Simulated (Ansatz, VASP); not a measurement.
**HgTe in VASP and in Ansatz**

```
Hg Te
1.0
     0.00000    3.32480    3.32480
     3.32480    0.00000    3.32480
     3.32480    3.32480    0.00000
Hg Te
1 1
Direct
  0.00000 0.00000 0.00000
  0.25000 0.25000 0.25000
```

Alike in both runs: functional PBE; k mesh 12 × 12 × 12; occupations gaussian, width 0.1 eV; no spin polarisation.

Ansatz relaxed the structure, and its values are those at the end. VASP's run is a single point on that final structure, the one shown.

```csv
,VASP,Ansatz
version,VASP 6.6.1,Ansatz 0.2.0
potentials or method,"VASP PAW PBE potentials, release 64 (Hg, Te), cutoff 520 eV","scalar-relativistic, plane waves, PAW"
valence electrons in the cell,18,36
```

|  | VASP | Ansatz | Ansatz less VASP |
| --- | --- | --- | --- |
| gap on the k mesh at the Fermi level (eV) | none | none | - |
| pressure (GPa) | 0.1 | 0.0 | -0.04 |

A gap of «none» marks a metal or a gap that the smearing closes. VASP's potentials hold 18 valence electrons a cell and Ansatz's 36, so a difference there can come from the potentials and not from the codes.

Spin-orbit coupling is off throughout.
